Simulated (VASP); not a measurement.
# Cd (Im-3m) in VASP: a series of runs, part 2 of 2

VASP 6.6.1.

**5. Relaxation of cell and atoms, BLYP**

This run uses another cell than the first one, of 21.59 Å³/atom, 0.757 times its volume.

Contents of INCAR:

```
AGGAC = 1.0
AGGAX = 1.0
ALDAC = 0.0
ALDAX = 1.0
ALGO = Normal
EDIFF = 1E-6
EDIFFG = -0.01
ENCUT = 600
GGA = B5
IBRION = 2
ISIF = 3
ISMEAR = -1
LASPH = True
LCHARG = False
LREAL = False
LWAVE = False
NELM = 100
NSW = 80
PREC = Accurate
SIGMA = 0.1
```

Contents of KPOINTS:

```
k-points
0
Gamma
  13 13 13
```

Contents of POSCAR:

```
Cd
1.0
   -1.7540139848      1.7540139848      1.7540139848
    1.7540139848     -1.7540139848      1.7540139848
    1.7540139848      1.7540139848     -1.7540139848
Cd
1
Direct
    0.0000000000      0.0000000000      0.0000000000
```

Potentials or basis: VASP PAW PBE potentials, release 64 (Cd).

Run with:

```sh
$ cat potpaw_PBE.64/Cd/POTCAR > POTCAR
$ mpirun -np 1 vasp_std > vasp.out
```

OUTCAR:

```text
EDIFF = 1E-6
   EDIFFG = -0.01
   ENCUT = 600
   GGA = B5
   IBRION = 2
   ISIF = 3
   ISMEAR = -1
   LASPH = True
   LREAL = False
   NELM = 100
   NSW = 80
   PREC = Accurate

 ion  position               nearest neighbor table
   1  0.000  0.000  0.000-

  LATTYP: Found a body centered cubic cell.
 ALAT       =     3.5080279696

  Lattice vectors:

 A1 = (  -1.7540139848,   1.7540139848,   1.7540139848)
 A2 = (   1.7540139848,  -1.7540139848,   1.7540139848)
 A3 = (   1.7540139848,   1.7540139848,  -1.7540139848)

Analysis of symmetry for initial positions (statically):
=====================================================================
 Subroutine PRICEL returns:
 Original cell was already a primitive cell.

 Routine SETGRP: Setting up the symmetry group for a
 body centered cubic supercell.

 Subroutine GETGRP returns: Found 48 space group operations
 (whereof 48 operations were pure point group operations)
 out of a pool of 48 trial point group operations.

The static configuration has the point symmetry O_h .

Analysis of symmetry for dynamics (positions and initial velocities):
=====================================================================
 Subroutine PRICEL returns:
 Original cell was already a primitive cell.

 Routine SETGRP: Setting up the symmetry group for a
 body centered cubic supercell.

 Subroutine GETGRP returns: Found 48 space group operations
 (whereof 48 operations were pure point group operations)
[... 139 lines left out ...]

 number of electron      11.9999993 magnetization

 Free energy of the ion-electron system (eV)
  ---------------------------------------------------
  ext. energy  EPLUGINS =         0.00000000
  ---------------------------------------------------
  free energy    TOTEN  =         0.02398343 eV

  energy without entropy =        0.03555291  energy(sigma->0) =        0.02976817

 E-fermi :   3.5191     XC(G=0): -10.4858

 val. band max:        3.4959210652   @ k =   0.3846   0.0769   0.0769
 cond. band min:       3.6372178951   @ k =   0.3846   0.1538   0.0000
 fundamental gap:      0.1412968299
 Fermi energy:         3.5191420156

 k-point     1 :       0.0000    0.0000    0.0000
  band No.  band energies     occupation
      1      -5.9486      2.00000
      2      -5.9486      2.00000
      3      -5.9486      2.00000
      4      -5.4208      2.00000
      5      -5.2789      2.00000
      6      -5.2789      2.00000
      7      19.3742      0.00000
      8      19.3742      0.00000
      9      19.3742      0.00000
     10      19.7364      0.00000
[... 438 lines left out ...]
--------------------------------------- Ionic step        5  -------------------------------------------

 number of electron      11.9999988 magnetization

 Free energy of the ion-electron system (eV)
  ---------------------------------------------------
  ext. energy  EPLUGINS =         0.00000000
  ---------------------------------------------------
  free energy    TOTEN  =        -0.10818561 eV

  energy without entropy =       -0.09243260  energy(sigma->0) =       -0.10030911

 E-fermi :   1.4981     XC(G=0):  -9.0537

 val. band max:        1.4389433940   @ k =  -0.4615   0.4615   0.0769
 cond. band min:       1.5018904678   @ k =  -0.4615  -0.4615   0.2308
 fundamental gap:      0.0629470737
 Fermi energy:         1.4980887476

 k-point     1 :       0.0000    0.0000    0.0000
  band No.  band energies     occupation
      1      -7.1065      2.00000
      2      -7.1065      2.00000
      3      -7.1065      2.00000
      4      -6.7378      2.00000
      5      -6.7378      2.00000
      6      -5.3819      2.00000
      7      14.1728      0.00000
      8      14.1728      0.00000
      9      14.1728      0.00000
     10      16.1923      0.00000
[... 327 lines left out ...]
  FREE ENERGIE OF THE ION-ELECTRON SYSTEM (eV)
  ---------------------------------------------------
  free  energy   TOTEN  =        -0.1081856119 eV

  energy  without entropy=       -0.0924325998  energy(sigma->0) =       -0.10030911

 reached required accuracy - stopping structural energy minimisation
```

OSZICAR:

```text
N       E                     dE             d eps       ncg     rms          rms(c)
DAV:   1     0.741157245690E+02    0.74116E+02   -0.77729E+03  1792   0.133E+03
[... 40 lines left out ...]
DAV:   1    -0.167264257610E+00   -0.59416E-01   -0.11824E+00  1778   0.152E+01    0.168E+00
DAV:   2    -0.111841986321E+00    0.55422E-01   -0.18241E-01  1774   0.597E+00    0.444E-01
DAV:   3    -0.108701887493E+00    0.31401E-02   -0.78695E-03  1818   0.106E+00    0.353E-01
DAV:   4    -0.108183619756E+00    0.51827E-03   -0.65718E-04  1720   0.225E-01    0.272E-02
DAV:   5    -0.108181921554E+00    0.16982E-05   -0.54012E-06  1768   0.281E-02    0.123E-02
DAV:   6    -0.108185536103E+00   -0.36145E-05   -0.29843E-06  1798   0.158E-02    0.926E-04
DAV:   7    -0.108185611894E+00   -0.75791E-07   -0.36545E-08   846   0.174E-03
   5 F= -.10818561E+00 E0= -.10030911E+00  d E =-.132169E+00
```

It took 1.9 min on 1 thread of Intel Xeon 8259CL, shared host; peak memory 0.16 GiB.

What came out:

- Free energy: -0.1082 eV
- Relaxed volume: 28.74 Å³/atom
- Relaxed cell: a = 3.342 Å, b = 3.342 Å, c = 3.342 Å, α = 109.47°, β = 109.47°, γ = 109.47°
- Space group after relaxing (to 0.05 Å): Im-3m (No. 229)
- Energy gained by relaxing: 132.2 meV/atom
- Ionic steps: 5
- Pressure after relaxing: 0.0 GPa
- Band gap on the k mesh: zero (band 6 reaches 3.68 eV, above the bottom of band 7 at 0.68 eV)

The path:
```
step  energy change (eV)  largest force (eV/Å)  pressure (GPa)  volume (Å³)
   1              0.0000                0.0000            9.24        21.59
   2             -0.1191                0.0000            1.61        25.71
   3             -0.1278                0.0000            0.80        26.87
   4             -0.1318                0.0000           -0.21        29.30
   5             -0.1322                0.0000           -0.01        28.74
```

Final structure:
```
Cd
1.0
    -1.92966    1.92966    1.92966
     1.92966   -1.92966    1.92966
     1.92966    1.92966   -1.92966
Cd
1
Direct
  0.00000 0.00000 0.00000
```

Caveat: the volume moved by over 15 % at a fixed basis, so the end points are rough; the PAW data sets were made with another functional, which shifts forces and pressure a little.

**6. Overview**

```tsv
task	cell	cutoff (eV)	gap on the mesh (eV)	pressure (GPa)
single point	a = 3.333 Å, angles 109.5°, 1 atom	520	none	0.1
single point	a = 3.377 Å, angles 109.5°, 1 atom	520	none	-0.3
single point	a = 3.461 Å, angles 109.5°, 1 atom	520	none	-0.7
relaxation of cell and atoms	relaxed from a = 3.038 Å, angles 109.5°, 1 atom	600	none	0.0
```

Alike in all rows: level BLYP; potentials or basis VASP PAW PBE potentials, release 64 (Cd); no spin polarisation; k mesh 13 × 13 × 13; smearing fermi-dirac 0.1 eV.

Caveats: the PAW data sets were made with another functional, which shifts forces and pressure a little; the volume moved by over 15 % at a fixed basis, so the end points are rough (some runs).

Total energies depend on the potentials used, so only differences within one code and one set of settings carry meaning.
